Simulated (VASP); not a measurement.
Set up this calculation in VASP 6.6.1, as the native input.

- Task: relaxation of cell and atoms
- Functional: r2SCAN
- Potentials or basis: VASP PAW PBE potentials, release 64 (Cd)
- Cutoff: 550 eV
- k mesh: 9 × 9 × 9
- Occupations: gaussian, width 0.1 eV
- Spin: no spin polarisation
- Dipole correction: no
- Further INCAR settings: ALGO = Normal; EDIFF = 1e-07; IBRION = 2; EDIFFG = -0.02; NSW = 80; ISIF = 3

Crystal: Cd.

```xyz
1
Lattice="0.0000 2.2100 2.2100 2.2100 0.0000 2.2100 2.2100 2.2100 0.0000" Properties=species:S:1:pos:R:3 pbc="T T T"
Cd    0.0000    0.0000    0.0000
```

This isn't the form of Cd at room conditions, which is hcp.

One way to write it, as run:

POSCAR

```
Cd
1.0
    0.0000000000      2.2100000000      2.2100000000
    2.2100000000      0.0000000000      2.2100000000
    2.2100000000      2.2100000000      0.0000000000
Cd
1
Direct
    0.0000000000      0.0000000000      0.0000000000
```

INCAR.step1

```
SYSTEM = Cd
ALGO = Normal ; EDIFF = 1E-5
EDIFFG = -0.005 ; ENCUT = 550
GGA = PE ; GGA_COMPAT = .FALSE.
IBRION = 2 ; ISIF = 3
ISMEAR = 0 ; LASPH = .TRUE.
LCHARG = .FALSE. ; LREAL = .FALSE.
LWAVE = .TRUE. ; NELM = 120
NELMIN = 4 ; NSW = 100
PREC = Accurate ; SIGMA = 0.1
```

INCAR.step2

```
SYSTEM = Cd
ALGO = Normal ; EDIFF = 1E-7
EDIFFG = -0.02 ; ENCUT = 550
GGA_COMPAT = .FALSE. ; IBRION = 2
ISIF = 3 ; ISMEAR = 0
ISTART = 1 ; LASPH = .TRUE.
LCHARG = .FALSE. ; LMIXTAU = .TRUE.
LREAL = .FALSE. ; LWAVE = .FALSE.
METAGGA = R2SCAN ; NELM = 120
NELMIN = 4 ; NSW = 80
PREC = Accurate ; SIGMA = 0.1
```

KPOINTS

```
k-points
0
G
  9 9 9
  0 0 0
```

Potentials or basis: VASP PAW PBE potentials, release 64 (Cd).

Command:

```console
$ cat potpaw_PBE.64/Cd/POTCAR > POTCAR
$ cp INCAR.step1 INCAR
$ mpirun -np 1 vasp_std > vasp.out
$ cp INCAR.step2 INCAR
$ mpirun -np 1 vasp_std > vasp.out
```

Results of the run:

```
Relaxed volume                        : 21.92 Å³/atom
Relaxed cell                          : a = 3.142 Å, b = 3.142 Å, c = 3.142 Å, α = 60.00°, β = 60.00°, γ = 60.00°
Space group after relaxing (to 0.1 Å) : Fm-3m (No. 225)
Energy gained by relaxing             : 0.8 meV/atom
Ionic steps                           : 2
Pressure after relaxing               : 0.0 GPa
Band gap on the k mesh                : zero (bands 6 and 7 overlap by 1.62 eV)
```

Caveat: the PAW data sets were made with another functional, which shifts forces and pressure a little.

Wall time 51 s on 1 thread of Intel(R) Xeon(R) Platinum 8488C (Sapphire Rapids), on a shared host, peak memory 0.15 GiB.
